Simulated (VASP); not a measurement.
Here is a VASP 6.6.1 calculation.

Contents of INCAR:

```
ALGO = Fast
EDIFF = 1E-6
ENCUT = 520
GGA = PE
ISIF = 2
ISMEAR = 0
LASPH = T
LCHARG = F
LREAL = F
LWAVE = F
NBANDS = 48
NELM = 80
PREC = Accurate
SIGMA = 0.1
```

The input KPOINTS:

```
k-points
0
Gamma
  10 10 4
```

Contents of POSCAR:

```
Nb2Tl
1.0
    3.7738852540      0.0000000000      0.0000000000
    0.0000000000      3.7738852540      0.0000000000
    0.0000000000      0.0000000000     10.3085040125
Nb Tl
4 2
Direct
    0.0000000000      0.0000000000      0.0000000000
    0.5000000000      0.5000000000      0.2305378580
    0.5000000000      0.5000000000      0.7694621420
    0.5000000000      0.5000000000      0.0000000000
    0.0000000000      0.0000000000      0.3454183420
    0.0000000000      0.0000000000      0.6545816580
```

Potentials or basis: VASP PAW PBE potentials, release 64 (Nb_sv, Tl_d).

Launch:

```sh
$ cat potpaw_PBE.64/Nb_sv/POTCAR potpaw_PBE.64/Tl_d/POTCAR > POTCAR
$ mpirun -np 1 vasp_std > vasp.out
```

(1) Estimate the band gap on the k mesh.

(2) Predict the pressure.

(3) Estimate the largest force.

Results:

(1) zero (bands 39 and 40 overlap by 0.61 eV).

(2) 0.0 GPa.

(3) 0.007 eV/Å.

Caveat: spin-orbit coupling is left out, which moves the levels of the heavy elements.
